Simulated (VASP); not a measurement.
Wanted: the native input for a VASP 6.6.1 run.

```yaml
Task: single point
Functional: PBE
Potentials_or_basis: VASP PAW PBE potentials, release 64 (Fe)
Cutoff: 520 eV
k_mesh: 13 × 13 × 13
Occupations: gaussian, width 0.013 eV
Spin: collinear spin, ferromagnetic start
Starting_moments: "[3.0] μB"
Dipole_correction: no
Further_INCAR_settings: ALGO = Normal; EDIFF = 1e-06; NBANDS = 14
```

The structure of Fe lies in POSCAR:

```
Fe
1.0
    0.0000000000      1.9417396906      1.9651051623
    1.4984397099      0.0000000000      1.9651051623
    1.4984397099      1.9417396906      0.0000000000
Fe
1
Direct
    0.0000000000      0.0000000000      0.0000000000
```

These files were run (other wordings do the same):

INCAR

```
SYSTEM = Fe
  PREC = Accurate
  ENCUT = 520
  EDIFF = 1E-6
  ISMEAR = 0
  SIGMA = 0.013000000000000001
  LREAL = .False.
  LASPH = .True.
  NELM = 150
  ALGO = Normal
  ISIF = 2
  LWAVE = .False.
  LCHARG = .False.
  ISPIN = 2
  MAGMOM = 3
  LORBIT = 11
  LMAXMIX = 4
  GGA = PE
  NBANDS = 14
```

KPOINTS

```
Automatic mesh
0
Gamma
  13 13 13
  0 0 0
```

Potentials or basis: VASP PAW PBE potentials, release 64 (Fe).

Command:

```sh
$ cat potpaw_PBE.64/Fe/POTCAR > POTCAR
$ mpirun -np 1 vasp_std > vasp.out
```

Results of the run:

| Property | Result |
| --- | --- |
| Pressure | -1.4 GPa |
| Net moment | 2.19 μB per cell |
| Site moments | Fe +2.19 μB |
| Valence electrons inside the program's atomic spheres | Fe 7.26 |

It took 81 s on 1 thread of Intel Xeon 8259CL, with other jobs on the host, peak memory 0.2 GiB.
